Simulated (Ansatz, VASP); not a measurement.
# One calculation of Al, two programs

```
CELL_PARAMETERS angstrom
0.00000 2.07458 1.97338
2.07458 0.00000 1.97338
2.07458 2.07458 0.00000
ATOMIC_POSITIONS crystal
Al 0.00000 0.00000 0.00000
```

Change from the starting cell: strain +0.025 along x and y, -0.025 along z, atoms carried along.

Alike in both runs: task single point; functional PBEsol; k mesh 20 × 20 × 20; occupations gaussian, width 0.15 eV; no spin polarisation.

```csv
,VASP,Ansatz
version,VASP 6.6.1,Ansatz 0.2.0
potentials or method,"VASP PAW PBE potentials, release 64 (Al), cutoff 520 eV","scalar-relativistic, plane waves, PAW"
valence electrons in the cell,3,3
```

|  | VASP | Ansatz | Ansatz less VASP |
| --- | --- | --- | --- |
| gap on the k mesh at the Fermi level (eV) | none | none | - |
| pressure (GPa) | -3.4 | -3.5 | -0.05 |
| traceless stress, the component that is largest in VASP (GPa) | 1.52 | 1.51 | -0.006 |

VASP's potentials were made for PBE, not for PBEsol. A gap of «none» marks a metal or a gap that the smearing closes. With one functional, cell and mesh, what is left measures potentials, basis and numerics.
